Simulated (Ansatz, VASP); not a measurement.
BeZn4O in VASP and in Ansatz

```xyz
6
Lattice="0.0000 3.4852 3.4852 3.4852 0.0000 3.4852 3.4852 3.4852 0.0000" Properties=species:S:1:pos:R:3 pbc="T T T"
Be    1.7426    1.7426    1.7426
Zn    2.6153    4.3552    2.6153
Zn    2.6153    2.6153    4.3552
Zn    4.3552    4.3552    4.3552
Zn    4.3552    2.6153    2.6153
O     0.0000    0.0000    0.0000
```

Change from the starting cell: species swapped into the YMnNi4 type (F-43m, No. 216).

Alike in both runs: functional PBE; k mesh 10 × 10 × 10; occupations gaussian, width 0.1 eV; collinear spin.

Ansatz relaxed the structure, and its values are those at the end. VASP's run is a single point on that final structure, the one shown.

```csv
,VASP,Ansatz
version,VASP 6.6.1,Ansatz 0.2.0
potentials or method,"VASP PAW PBE potentials, release 64 (Be, Zn, O), cutoff 520 eV","scalar-relativistic, plane waves, PAW"
valence electrons in the cell,56,56
```

Ansatz gave:

| Quantity | Value |
| --- | --- |
| gap on the k mesh at the Fermi level (eV) | none |
| pressure (GPa) | 0.0 |
| net moment per atom (μB) | 0.00 |

Estimate VASP's values.

gap on the k mesh at the Fermi level (eV): none; pressure (GPa): 0.3; net moment per atom (μB): 0.00.

A gap of «none» marks a metal or a gap that the smearing closes. Ansatz's warnings: seeded moment not kept.
